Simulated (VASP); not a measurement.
Write the native input for VASP 6.6.1 that does the following.

- Task: single point
- Functional: PBE
- Potentials or basis: VASP PAW PBE potentials, release 64 (Al, Pt)
- Cutoff: 520 eV
- k mesh: 12 × 12 × 12
- Occupations: gaussian, width 0.05 eV
- Spin: no spin polarisation
- Dipole correction: no
- Further INCAR settings: ALGO = Normal; EDIFF = 1e-06; NBANDS = 15

The structure of Al2Pt lies in POSCAR:

```
Al2Pt
1.0
    0.0000000000      2.9550000000      2.9550000000
    2.9550000000      0.0000000000      2.9550000000
    2.9550000000      2.9550000000      0.0000000000
Al Pt
2 1
Direct
    0.2500000000      0.2500000000      0.2500000000
    0.7500000000      0.7500000000      0.7500000000
    0.0000000000      0.0000000000      0.0000000000
```

These files were run (other wordings do the same):

INCAR

```
PREC = Accurate
ENCUT = 520
EDIFF = 1E-6
ISMEAR = 0
SIGMA = 0.05
LREAL = F
LASPH = T
NELM = 80
ALGO = Normal
ISIF = 2
LWAVE = F
LCHARG = F
GGA = PE
NBANDS = 15
```

KPOINTS

```
Automatic mesh
0
Gamma
  12 12 12
```

Potentials or basis: VASP PAW PBE potentials, release 64 (Al, Pt).

Run with:

```bash
$ cat potpaw_PBE.64/Al/POTCAR potpaw_PBE.64/Pt/POTCAR > POTCAR
$ mpirun -np 1 vasp_std > vasp.out
```

Results of the run:

```json
{
 "Pressure": "2.3 GPa",
 "Band gap on the k mesh": "zero (band 8 reaches 11.72 eV, above the bottom of band 9 at 6.30 eV)"
}
```

Caveat: spin-orbit coupling is left out, which moves the levels of the heavy elements.

Wall time 28 s on 1 thread of Intel Xeon 6975P-C (shared host), peak memory 0.21 GiB.
